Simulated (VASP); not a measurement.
A run of VASP 6.6.1 is set up as follows.

File INCAR:

```
SYSTEM = HgTe
ALGO = Normal
EDIFF = 1E-6
ENCUT = 520
GGA = PE
ISIF = 2
ISMEAR = -1
LASPH = .TRUE.
LCHARG = .FALSE.
LREAL = .FALSE.
LWAVE = .FALSE.
NBANDS = 16
NELM = 80
PREC = Accurate
SIGMA = 0.05
```

File KPOINTS:

```
k-points
0
G
  4 4 4
  0 0 0
```

Contents of POSCAR:

```
HgTe
1.0
    4.5459890000      0.0000000000      0.0000000000
    2.2729945000      3.9369419593      0.0000000000
    2.2729945000      1.3123139864      3.7117844754
Hg Te
1 1
Direct
    0.0000000000      0.0000000000      0.0000000000
    0.2500000000      0.2500000000      0.2500000000
```

Potentials or basis: VASP PAW PBE potentials, release 64 (Hg, Te).

Command:

```bash
$ cat potpaw_PBE.64/Hg/POTCAR potpaw_PBE.64/Te/POTCAR > POTCAR
$ mpirun -np 1 vasp_std > vasp.out
```

What does it give for the pressure?

5.1 GPa.

What does it give for the band gap on the k mesh?

Zero (filled and empty bands touch).

Caveat: the k points lie up to 0.42 Å⁻¹ apart; spin-orbit coupling is left out, which moves the levels of the heavy elements.
